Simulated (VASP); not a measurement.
Input of a VASP 6.6.1 run:

File INCAR:

```
ALGO = Normal
EDIFF = 1E-7
ENCUT = 520
GGA = PE
ISIF = 2
ISMEAR = 0
IVDW = 12
LASPH = True
LCHARG = False
LREAL = False
LWAVE = False
NBANDS = 32
NELM = 80
PREC = Accurate
SIGMA = 0.01
```

KPOINTS

```
k-points
0
Gamma
  12 12 12
```

The input POSCAR:

```
Bi2Se3
1.0
    2.0714736823      1.1959658881      9.4956322884
   -2.0714736823      1.1959658881      9.4956322884
    0.0000000000     -2.3919317762      9.4956322884
Bi Se
2 3
Direct
    0.4008077304      0.4008077304      0.4008077304
    0.5991922696      0.5991922696      0.5991922696
    0.0000000000      0.0000000000      0.0000000000
    0.2106239574      0.2106239574      0.2106239574
    0.7893760426      0.7893760426      0.7893760426
```

Potentials or basis: VASP PAW PBE potentials, release 64 (Bi_d, Se).

Run with:

```bash
$ cat potpaw_PBE.64/Bi_d/POTCAR potpaw_PBE.64/Se/POTCAR > POTCAR
$ mpirun -np 1 vasp_std > vasp.out
```

Q: Predict the largest force.

A: 0.009 eV/Å.

Q: What does it give for the band gap on the k mesh?

A: 0.16 eV.

Forces on the atoms (eV/Å):
```
Bi   0.000  0.000 -0.006
Bi   0.000  0.000  0.006
Se   0.000  0.000  0.000
Se   0.000  0.000 -0.009
Se   0.000  0.000  0.009
```

Caveat: spin-orbit coupling is left out, which moves the levels of the heavy elements. A k mesh can miss the band edges.
